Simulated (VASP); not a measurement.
A run of VASP 6.6.1:

INCAR

```
PREC = Accurate ; ENCUT = 520
EDIFF = 1E-6 ; ISMEAR = -1
SIGMA = 0.05 ; LREAL = False
LASPH = True ; NELM = 60
ALGO = Normal ; ISIF = 2
LWAVE = False ; LCHARG = True
GGA = RE ; LELF = True
LVHAR = True ; NBANDS = 30
```

File KPOINTS:

```
Automatic mesh
0
Gamma
  5 5 5
```

POSCAR

```
CsPbCl3
1.0
    5.8312444409      0.0000000000      0.0000000000
    0.0000000000      5.8312444409      0.0000000000
    0.0000000000      0.0000000000      5.8312444409
Pb Cs Cl
1 1 3
Direct
    0.5000000000      0.5000000000      0.5000000000
    0.0000000000      0.0000000000      0.0000000000
    0.5000000000      0.0000000000      0.5000000000
    0.0000000000      0.5000000000      0.5000000000
    0.5000000000      0.5000000000      0.0000000000
```

Potentials or basis: VASP PAW PBE potentials, release 64 (Pb_d, Cs_sv, Cl).

Run with:

```sh
$ cat potpaw_PBE.64/Pb_d/POTCAR potpaw_PBE.64/Cs_sv/POTCAR potpaw_PBE.64/Cl/POTCAR > POTCAR
$ mpirun -np 1 vasp_std > vasp.out
```

Hardware: 1 thread of Intel(R) Xeon(R) 6975P-C (Granite Rapids), on a shared host.

Problem. How long does it take, and how much memory?

Solution. Run time: 32 s on 1 thread of Intel(R) Xeon(R) 6975P-C (Granite Rapids), with other jobs on the host, peak memory 0.34 GiB. Counts: scf iterations 14, k points 10.
